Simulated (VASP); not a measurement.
# FeO: single point with PBE

The system is FeO.

```
Fe O
1.0
     0.00000    2.15540    2.15540
     2.15540    0.00000    2.15540
     2.15540    2.15540    0.00000
Fe O
1 1
Direct
  0.00000 0.00000 0.00000
  0.50000 0.50000 0.50000
```

| Item | Value |
| --- | --- |
| Program | VASP 6.6.1 |
| Task | single point |
| Functional | PBE |
| Potentials or basis | VASP PAW PBE potentials, release 64 (Fe, O) |
| Cutoff | 600 eV |
| k mesh | 9 × 9 × 9 |
| Occupations | fermi-dirac, width 0.15 eV |
| Spin | collinear spin, ferromagnetic start |
| Starting moments | [3.88, 0.42] μB |
| Fixed moment | 4.2 μB |

The pressure is 4.9 GPa. The net moment is 4.20 μB per cell and the site moments are Fe +3.71; O +0.36 μB. The valence electrons inside the program's atomic spheres are Fe 6.71; O 4.99.

Wall time 12 s on 1 thread of Intel(R) Xeon(R) 6975P-C (Granite Rapids), on a shared host, peak memory 0.16 GiB.

Caveat: the cell stands under pressure; the total moment is fixed, so each spin has its own Fermi level and the state may be an excited one; a cell with one magnetic atom can't hold antiferromagnetic order, which such compounds often take.
